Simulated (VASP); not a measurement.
# Co (P6/mmm) in VASP: a series of runs, part 2 of 3

VASP 6.6.1. The steps go on from the part before.

### 3 Single point, r2SCAN, collinear spin, ferromagnetic start

This run uses another cell than the first one: it holds 3 atoms, not 1.

POSCAR

```
Co
1.0
    3.9433593065      0.0000000000      0.0000000000
   -1.9716796533      3.4150493357      0.0000000000
    0.0000000000      0.0000000000      2.4064790485
Co
3
Direct
    0.0000000000      0.0000000000      0.0000000000
    0.3333333333      0.6666666667      0.5000000000
    0.6666666667      0.3333333333      0.5000000000
```

INCAR.step1

```
PREC = Accurate
ENCUT = 660
ISMEAR = 0
SIGMA = 0.1
LREAL = F
LASPH = T
NELM = 200
ISPIN = 2
MAGMOM = 2.29 2.31 2.31
LMAXMIX = 4
NBANDS = 36
GGA = PE
ALGO = Normal
EDIFF = 1E-5
LWAVE = T
LCHARG = F
GGA_COMPAT = F
```

INCAR.step2

```
PREC = Accurate
ENCUT = 660
EDIFF = 1E-6
ISMEAR = 0
SIGMA = 0.1
LREAL = F
LASPH = T
NELM = 200
ALGO = Normal
ISIF = 2
LWAVE = F
LCHARG = T
ISPIN = 2
MAGMOM = 2.29 2.31 2.31
LORBIT = 11
LMAXMIX = 4
METAGGA = R2SCAN
LMIXTAU = T
LELF = T
LVHAR = T
NBANDS = 36
ISTART = 1
GGA_COMPAT = F
```

KPOINTS

```
Automatic mesh
0
Gamma
  6 6 6
```

Potentials or basis: VASP PAW PBE potentials, release 64 (Co_sv).

Command:

```console
$ cat potpaw_PBE.64/Co_sv/POTCAR > POTCAR
$ cp INCAR.step1 INCAR
$ mpirun -np 1 vasp_std > vasp.out
$ cp INCAR.step2 INCAR
$ mpirun -np 1 vasp_std > vasp.out
```

OUTCAR:

```text
PREC = Accurate
   ENCUT = 660
   EDIFF = 1E-6
   ISMEAR = 0
   LREAL = F
   LASPH = T
   NELM = 200
   ISIF = 2
   ISPIN = 2
   LORBIT = 11
   METAGGA = R2SCAN
   ISTART = 1

 ion  position               nearest neighbor table
   1  0.000  0.000  0.000-
   2  0.333  0.667  0.500-   3 2.28   3 2.28   3 2.28
   3  0.667  0.333  0.500-   2 2.28   2 2.28   2 2.28

  LATTYP: Found a hexagonal cell.
 ALAT       =     3.9433593065
 C/A-ratio  =     0.6102611660

  Lattice vectors:

 A1 = (   3.9433593065,   0.0000000000,   0.0000000000)
 A2 = (  -1.9716796533,   3.4150493357,   0.0000000000)
 A3 = (   0.0000000000,   0.0000000000,   2.4064790485)

Analysis of symmetry for initial positions (statically):
=====================================================================
 Subroutine PRICEL returns:
 Original cell was already a primitive cell.

 Routine SETGRP: Setting up the symmetry group for a
 hexagonal supercell.

 Subroutine GETGRP returns: Found 24 space group operations
[... 2066 lines left out ...]

 [... further k-points ...]

------------------------ aborting loop because EDIFF is reached ----------------------------------------

  FORCE on cell =-STRESS in cart. coord.  units (eV):
  Direction    XX          YY          ZZ          XY          YZ          ZX
  --------------------------------------------------------------------------------------
  -------------------------------------------------------------------------------------
  Total       -0.5005068     -0.5005068     -0.5173144      0.0000000     -0.0000000      0.0000000
  in kB      -24.7442973    -24.7442973    -25.5752413      0.0000000     -0.0000000      0.0000000
  external PRESSURE =     -25.0212786 kB  Pullay stress =       0.0000000 kB

 VOLUME and BASIS-vectors are now :
 -----------------------------------------------------------------------------
  energy-cutoff  :      660.00
  volume of cell :       32.41
      direct lattice vectors                 reciprocal lattice vectors
     3.943359307  0.000000000  0.000000000     0.253590891  0.146410769  0.000000000
    -1.971679653  3.415049336  0.000000000     0.000000000  0.292821538  0.000000000
     0.000000000  0.000000000  2.406479049     0.000000000  0.000000000  0.415544860

 POSITION                                       TOTAL-FORCE (eV/Angst)
 -----------------------------------------------------------------------------------
      0.00000      0.00000      0.00000        -0.000000      0.000000      0.000000
     -0.00000      2.27670      1.20324        -0.000000      0.000000     -0.000000
      1.97168      1.13835      1.20324         0.000000     -0.000000      0.000000
 -----------------------------------------------------------------------------------
    total drift:                                0.000000      0.000000     -0.000000

  FREE ENERGIE OF THE ION-ELECTRON SYSTEM (eV)
  ---------------------------------------------------
  free  energy   TOTEN  =       -39.7114748374 eV

  energy  without entropy=      -39.6998565841  energy(sigma->0) =      -39.70566571

 total charge

# of ion       s       p       d       tot
------------------------------------------
    1        2.238   6.124   6.688  15.050
    2        2.257   6.135   6.697  15.090
    3        2.257   6.135   6.697  15.090
--------------------------------------------------
tot          6.753  18.395  20.082  45.229

 magnetization (x)

# of ion       s       p       d       tot
------------------------------------------
    1       -0.001  -0.022   1.886   1.863
    2       -0.002  -0.021   1.972   1.950
    3       -0.002  -0.021   1.972   1.950
--------------------------------------------------
tot         -0.004  -0.064   5.831   5.763
```

OUTCAR.step1:

```text
PREC = Accurate
   ENCUT = 660
   ISMEAR = 0
   LREAL = F
[... 2120 lines left out ...]
      0.00000      0.00000      0.00000         0.000000      0.000000     -0.000000
     -0.00000      2.27670      1.20324        -0.000000      0.000000      0.000000
      1.97168      1.13835      1.20324         0.000000      0.000000     -0.000000
 -----------------------------------------------------------------------------------
    total drift:                                0.000000      0.000000     -0.000000

  FREE ENERGIE OF THE ION-ELECTRON SYSTEM (eV)
  ---------------------------------------------------
  free  energy   TOTEN  =       -21.1204998493 eV

  energy  without entropy=      -21.1097584258  energy(sigma->0) =      -21.11512914
```

OSZICAR.step1:

```text
N       E                     dE             d eps       ncg     rms          rms(c)
DAV:   1     0.112336745129E+04    0.11234E+04   -0.30543E+04  5356   0.489E+03
DAV:   2     0.115608403567E+03   -0.10078E+04   -0.97313E+03  5656   0.114E+03
DAV:   3    -0.194031759627E+02   -0.13501E+03   -0.12984E+03  6080   0.442E+02
DAV:   4    -0.241298074883E+02   -0.47266E+01   -0.47154E+01  6268   0.793E+01
DAV:   5    -0.242998897314E+02   -0.17008E+00   -0.17007E+00  6116   0.169E+01    0.214E+01
DAV:   6    -0.222297403029E+02    0.20701E+01   -0.22665E+01  4972   0.112E+02    0.230E+01
DAV:   7    -0.246818147426E+02   -0.24521E+01   -0.13012E+01  5040   0.814E+01    0.414E+01
DAV:   8    -0.211689825286E+02    0.35128E+01   -0.14742E+01  5568   0.511E+01    0.754E+00
DAV:   9    -0.210952668136E+02    0.73716E-01   -0.46719E-01  5504   0.162E+01    0.361E+00
DAV:  10    -0.211165907552E+02   -0.21324E-01   -0.92663E-02  5880   0.428E+00    0.163E+00
DAV:  11    -0.211228421988E+02   -0.62514E-02   -0.20018E-02  7504   0.262E+00    0.114E+00
DAV:  12    -0.211207018772E+02    0.21403E-02   -0.36816E-03  6624   0.130E+00    0.639E-01
DAV:  13    -0.211202060945E+02    0.49578E-03   -0.17643E-03  7076   0.944E-01    0.247E-01
DAV:  14    -0.211204837551E+02   -0.27766E-03   -0.65711E-04  6196   0.617E-01    0.785E-02
DAV:  15    -0.211204982116E+02   -0.14456E-04   -0.83012E-05  4592   0.151E-01    0.342E-02
DAV:  16    -0.211204998493E+02   -0.16377E-05   -0.75769E-06  2760   0.616E-02
   1 F= -.21120500E+02 E0= -.21115129E+02  d E =-.107414E-01  mag=     5.0063
```

It took 2.5 min on 1 thread of Intel Xeon 6975P-C (Granite Rapids), shared host; peak memory 0.23 GiB.

Results:

* Free energy: -39.7115 eV
* Pressure: -2.5 GPa
* Net moment: 5.37 μB per cell
* Site moments: Co +1.86, +1.95 (each value once) μB
* Valence electrons inside the program's atomic spheres: Co 15.05, 15.09 (each value once)

Caveat: the k points lie up to 0.44 Å⁻¹ apart; the PAW data sets were made with another functional, which shifts forces and pressure a little.

(Continued in part 3 of 3.)
